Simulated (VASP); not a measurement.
A run of VASP 6.6.1:

File INCAR:

```
SYSTEM = YZr
PREC = Accurate
ENCUT = 500
EDIFF = 1E-6
ISMEAR = 1
SIGMA = 0.1
LREAL = .False.
LASPH = .True.
NELM = 120
ALGO = Normal
ISIF = 2
LWAVE = .False.
LCHARG = .False.
GGA = B5
ALDAX = 1.0
AGGAX = 1.0
AGGAC = 1.0
ALDAC = 0.0
NBANDS = 18
GGA_COMPAT = .False.
```

File KPOINTS:

```
regular mesh
0
Gamma
  10 10 6
  0 0 0
```

File POSCAR:

```
YZr
1.0
    3.4235830000      0.0000000000      0.0000000000
   -1.7117915000      2.9649098500      0.0000000000
    0.0000000000      0.0000000000      5.4025870000
Y Zr
1 1
Direct
    0.6666666667      0.3333333333      0.5000000000
    0.3333333333      0.6666666667      0.0000000000
```

Potentials or basis: VASP PAW PBE potentials, release 64 (Y_sv, Zr_sv).

Command:

```console
$ cat potpaw_PBE.64/Y_sv/POTCAR potpaw_PBE.64/Zr_sv/POTCAR > POTCAR
$ mpirun -np 1 vasp_std > vasp.out
```

Hardware: 1 thread of Intel(R) Xeon(R) Platinum 8375C CPU @ 2.90GHz (Ice Lake) (shared host).

How long does it take, and how much memory?

It took 51 s on 1 thread of Intel(R) Xeon(R) Platinum 8375C CPU @ 2.90GHz (Ice Lake), on a shared host, peak memory 0.23 GiB. Counts: scf iterations 14, k points 56.
